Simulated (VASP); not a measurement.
Input of a VASP 6.6.1 run:

The input INCAR:

```
SYSTEM = Sb
PREC = Accurate
ENCUT = 520
EDIFF = 1E-7
ISMEAR = -1
SIGMA = 0.05
LREAL = .False.
LASPH = .True.
NELM = 100
ALGO = Normal
ISIF = 2
LWAVE = .False.
LCHARG = .False.
GGA = PE
NBANDS = 12
```

Contents of KPOINTS:

```
Automatic mesh
0
Gamma
  9 9 1
  0 0 0
```

The input POSCAR:

```
Sb
1.0
    3.1333400000      0.0000000000      0.0000000000
    0.0000000000      3.1333400000      0.0000000000
    0.0000000000      0.0000000000     31.3600000000
Sb
2
Direct
    0.0000000000      0.0000000000      0.2420100000
    0.0000000000      0.0000000000      0.3319700000
```

Potentials or basis: VASP PAW PBE potentials, release 64 (Sb).

Launch:

```bash
$ cat potpaw_PBE.64/Sb/POTCAR > POTCAR
$ mpirun -np 1 vasp_std > vasp.out
```

(1) Predict the largest force.

(2) Estimate the band gap on the k mesh.

## Answers

(1) 0.053 eV/Å.

(2) zero (bands 5 and 6 overlap by 4.76 eV).

Caveat: spin-orbit coupling is left out, which moves the levels of the heavy elements.
